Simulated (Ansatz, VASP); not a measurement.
ZnS in VASP and in Ansatz

```
Zn S
1.0
     0.00000    2.73756    2.73756
     2.73756    0.00000    2.73756
     2.73756    2.73756    0.00000
Zn S
1 1
Direct
  0.75000 0.75000 0.75000
  0.00000 0.00000 0.00000
```

Alike in both runs: task single point; functional HSE06; k mesh 5 × 5 × 5; occupations fermi-dirac, width 0.05 eV; no spin polarisation.

```csv
,VASP,Ansatz
version,VASP 6.6.1,Ansatz 0.2.0
potentials or method,"VASP PAW PBE potentials, release 64 (Zn, S)",Ansatz PAW
plane-wave cutoff (eV),520,420
valence electrons in the cell,18,18
```

VASP gave:

```
gap on the k mesh at the Fermi level (eV) : 3.14
least direct gap on the mesh (eV)         : 3.14
pressure (GPa)                            : -1.9
```

Which values does Ansatz return?

gap on the k mesh at the Fermi level (eV): 3.15; least direct gap on the mesh (eV): 3.15; pressure (GPa): -1.9.

Noted on Ansatz's run: odd divisions of the mesh miss points on the zone boundary, where band edges often lie, so the gap on the mesh can be too wide.
